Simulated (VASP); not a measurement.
SiC:

```
CELL_PARAMETERS angstrom
1.59755 0.92234 5.51439
-1.59755 0.92234 5.51439
0.00000 -1.84469 5.51439
ATOMIC_POSITIONS crystal
C 0.44963 0.44963 0.44963
C 0.55037 0.55037 0.55037
Si 0.92450 0.92450 0.92450
Si 0.07550 0.07550 0.07550
```

This cell differs from its parent crystal: strain +3.6%.

Base run:

```yaml
Program: VASP 6.6.1
Functional: PBE
Potentials_or_basis: VASP PAW PBE potentials, release 64 (C, Si)
Cutoff: 520 eV
k_mesh: 10 × 10 × 10
Occupations: fermi-dirac, width 0.02 eV
Spin: no spin polarisation
```

Its results: band gap on the k mesh 0.76 eV (least direct gap 1.90 eV); pressure -14.8 GPa; largest force 0.207 eV/Å.

Q: The run is repeated on the same cell with these changes: functional from PBE to r2SCAN; occupations from fermi-dirac, width 0.02 eV to gaussian, width 0.01 eV. What comes out?

A: Band gap on the k mesh 0.95 eV (least direct gap 2.19 eV); pressure -17.6 GPa; largest force 0.023 eV/Å.

Caveats: the cell stands under tension; the PAW data sets were made with another functional, which shifts forces and pressure a little (at least some runs).

A k mesh can miss the band edges.
